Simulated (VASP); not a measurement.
The system is CdSe (Cadmoselite).

```
Cd Se
1.0
     4.38434    0.00000    0.00000
    -2.19217    3.79695    0.00000
     0.00000    0.00000    7.15768
Cd Se
2 2
Direct
  0.66667 0.33333 0.50000
  0.33333 0.66667 0.00000
  0.66667 0.33333 0.88500
  0.33333 0.66667 0.38500
```

This cell differs from its parent crystal: volume scaled by 1.06.

Program: VASP 6.6.1. Alike in all runs: task single point; no spin polarisation; cell as given; k mesh 7 × 7 × 4; cutoff (eV) 520; smearing fermi-dirac 0.05 eV.

Q: Order these runs on this cell by their pressure, lowest first.
A. level PBE exchange alone; potentials or basis VASP PAW PBE potentials, release 64 (Cd, Se)
B. level r2SCAN; potentials or basis VASP PAW PBE potentials, release 64 (Cd, Se)
C. level LDA; potentials or basis VASP PAW LDA potentials, release 64 (Cd, Se)
D. level BLYP; potentials or basis VASP PAW PBE potentials, release 64 (Cd, Se)

A: C (-3.9 GPa), B (-1.2 GPa), D (3.0 GPa), A (7.4 GPa).

Caveats: the PAW data sets were made with another functional, which shifts forces and pressure a little (some runs).
